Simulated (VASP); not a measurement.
**NaBe6Hg: single point with PBE**

NaBe6Hg:

```xyz
8
Lattice="0.0000 4.7240 4.7240 4.7240 0.0000 4.7240 4.7240 4.7240 0.0000" Properties=species:S:1:pos:R:3 pbc="T T T"
Na    0.0000    0.0000    0.0000
Be    4.7240    4.7240    6.9953
Be    4.7240    6.9953    4.7240
Be    4.7240    4.7240    2.4527
Be    6.9953    4.7240    4.7240
Be    2.4527    4.7240    4.7240
Be    4.7240    2.4527    4.7240
Hg    4.7240    4.7240    4.7240
```

| Quantity | Value |
| --- | --- |
| Program | VASP 6.6.1 |
| Task | single point |
| Functional | PBE |
| Potentials or basis | VASP PAW PBE potentials, release 64 (Na_pv, Be, Hg) |
| Cutoff | 520 eV |
| k mesh | 8 × 8 × 8 |
| Occupations | gaussian, width 0.1 eV |
| Spin | no spin polarisation |
| Dipole correction | no |
| Further INCAR settings | ALGO = Normal; EDIFF = 1e-07; NBANDS = 26 |

```yaml
Pressure: 0.0 GPa
Band_gap_on_the_k_mesh: zero (an odd number of electrons rules out a gap without spin polarisation)
```

Levels at points of the mesh, in eV from the Fermi level:
```
           k point  band 14  band 15  band 16  band 17  band 18  band 19
(0.00, 0.00, 0.00)    -0.26    -0.26    -0.26     0.16     0.16     0.16
(0.50, 0.00, 0.00)    -1.33    -1.04    -1.04     1.64     1.64     1.98
(0.50, 0.50, 0.00)    -0.24     0.19     0.19     0.87     1.32     1.37
```

Wall time 90 s on 1 thread of Intel(R) Xeon(R) 6975P-C (Granite Rapids) (shared host), peak memory 0.46 GiB.

Caveat: spin-orbit coupling is left out, which moves the levels of the heavy elements.
